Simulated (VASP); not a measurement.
Input of a VASP 6.6.1 run:

INCAR

```
SYSTEM = Ti
PREC = Accurate ; ENCUT = 520
EDIFF = 1E-7 ; ISMEAR = -1
SIGMA = 0.1 ; LREAL = .FALSE.
LASPH = .TRUE. ; NELM = 100
ALGO = Normal ; ISIF = 2
LWAVE = .FALSE. ; LCHARG = .TRUE.
GGA = RP ; LELF = .TRUE.
LVHAR = .TRUE. ; NBANDS = 12
```

Contents of KPOINTS:

```
Automatic mesh
0
G
  13 13 13
  0 0 0
```

File POSCAR:

```
Ti
1.0
    2.7129778150      0.0000000000      0.0000000000
    0.0000000000      2.7129778150      0.0000000000
    0.0000000000      0.0000000000      2.7129778150
Ti
1
Direct
    0.0000000000      0.0000000000      0.0000000000
```

Potentials or basis: VASP PAW PBE potentials, release 64 (Ti_sv).

Command:

```sh
$ cat potpaw_PBE.64/Ti_sv/POTCAR > POTCAR
$ mpirun -np 1 vasp_std > vasp.out
```

(1) Predict the band gap on the k mesh.

(2) Predict the pressure.

Results:

(1) zero (band 6 reaches 7.43 eV, above the bottom of band 7 at 5.73 eV).

(2) -2.9 GPa.

Caveat: the PAW data sets were made with another functional, which shifts forces and pressure a little.
